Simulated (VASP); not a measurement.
Wanted: the native input for a VASP 6.6.1 run.

```yaml
Task: single point
Functional: PBE
Potentials_or_basis: VASP PAW PBE potentials, release 64 (K_sv, Cd)
Cutoff: 520 eV
k_mesh: 6 × 6 × 6
Occupations: gaussian, width 0.1 eV
Spin: no spin polarisation
Dipole_correction: no
Further_INCAR_settings: ALGO = Fast; EDIFF = 1e-06; NBANDS = 42
```

The structure of KCd2 lies in POSCAR:

```
KCd2
1.0
    6.9182338062      0.0000000000      0.0000000000
    0.0000000000      6.9182338062      0.0000000000
    0.0000000000      0.0000000000      6.7745679085
K Cd
2 4
Direct
    0.0000000000      0.0000000000      0.0000000000
    0.5000000000      0.5000000000      0.5000000000
    0.3486191333      0.3486191333      0.0000000000
    0.1513808667      0.8486191333      0.5000000000
    0.6513808667      0.6513808667      0.0000000000
    0.8486191333      0.1513808667      0.5000000000
```

One way to write it, as run:

INCAR

```
  PREC = Accurate
  ENCUT = 520
  EDIFF = 1E-6
  ISMEAR = 0
  SIGMA = 0.1
  LREAL = False
  LASPH = True
  NELM = 100
  ALGO = Fast
  ISIF = 2
  LWAVE = False
  LCHARG = False
  GGA = PE
  NBANDS = 42
```

KPOINTS

```
regular mesh
0
Gamma
  6 6 6
```

Potentials or basis: VASP PAW PBE potentials, release 64 (K_sv, Cd).

Command:

```console
$ cat potpaw_PBE.64/K_sv/POTCAR potpaw_PBE.64/Cd/POTCAR > POTCAR
$ mpirun -np 1 vasp_std > vasp.out
```

It gave:

* Pressure: 0.0 GPa
* Largest force: 0.004 eV/Å
* Band gap on the k mesh: zero (bands 33 and 34 overlap by 1.15 eV)

Run time: 16 min on 1 thread of Oxide Virtual Turin-like Processor, on a shared host, peak memory 0.62 GiB.
